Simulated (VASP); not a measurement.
Al2BN: relaxation of cell and atoms with PBE

The system is Al2BN.

```
CELL_PARAMETERS angstrom
2.54367 1.46859 2.40318
-2.54367 1.46859 2.40318
0.00000 -2.93718 2.40318
ATOMIC_POSITIONS crystal
Al 0.30977 0.30977 0.30977
Al 0.69023 0.69023 0.69023
B 0.00000 0.00000 0.00000
N 0.50000 0.50000 0.50000
```

The cell was built from a structure type or drawn by symmetry, and may not be a known phase.

```json
{
 "Program": "VASP 6.6.1",
 "Task": "relaxation of cell and atoms",
 "Functional": "PBE",
 "Potentials or basis": "VASP PAW PBE potentials, release 64 (Al, B, N)",
 "Cutoff": "600 eV",
 "k mesh": "6 × 6 × 6",
 "Occupations": "gaussian, width 0.1 eV",
 "Spin": "no spin polarisation",
 "Dipole correction": "no",
 "Further INCAR settings": "ALGO = Normal; EDIFF = 1e-06; IBRION = 2; EDIFFG = -0.04; NSW = 90; ISIF = 3"
}
```

The relaxed volume is 11.87 Å³/atom, the relaxed cell is a = 3.708 Å, b = 3.708 Å, c = 3.708 Å, α = 76.80°, β = 76.80°, γ = 76.80° and the space group after relaxing (to 0.1 Å) is R-3m (No. 166). The pressure after relaxing is 0.0 GPa. The band gap on the k mesh is zero (bands 7 and 8 overlap by 3.13 eV).

Stress tensor (GPa, compression positive):
```
-0.05  0.00  0.00
 0.00 -0.05  0.00
 0.00  0.00  0.02
```

Final structure:
```cif
data_structure
_symmetry_space_group_name_H-M 'P 1'
_symmetry_Int_Tables_number 1
_cell_length_a 3.7077
_cell_length_b 3.7077
_cell_length_c 3.7077
_cell_angle_alpha 76.801
_cell_angle_beta 76.801
_cell_angle_gamma 76.801
_cell_volume 47.47
loop_
_atom_site_label
_atom_site_type_symbol
_atom_site_fract_x
_atom_site_fract_y
_atom_site_fract_z
_atom_site_occupancy
Al1 Al 0.26279 0.26279 0.26279 1
Al2 Al 0.73721 0.73721 0.73721 1
B1 B 0.00000 0.00000 0.00000 1
N1 N 0.50000 0.50000 0.50000 1
```

Levels at points of the mesh, in eV from the Fermi level:
```
           k point  band 3  band 4  band 5  band 6  band 7  band 8  band 9  band 10  band 11
(0.00, 0.00, 0.00)   -4.90   -3.51   -3.51   -0.93    0.32    0.32    1.73     1.73     3.46
(0.50, 0.00, 0.00)   -4.92   -4.57   -2.85   -1.60   -0.65   -0.47    3.39     3.93     4.18
(0.50, 0.50, 0.00)   -7.10   -6.07   -4.55   -0.67   -0.18    0.81    1.33     3.98     6.99
(0.50, 0.50, 0.50)   -5.30   -4.65   -4.39   -4.39   -2.65   -2.65    2.81     6.06     7.30
```

Run time: 8.9 min on 1 thread of Intel Xeon 8259CL, on a shared host, peak memory 0.19 GiB.
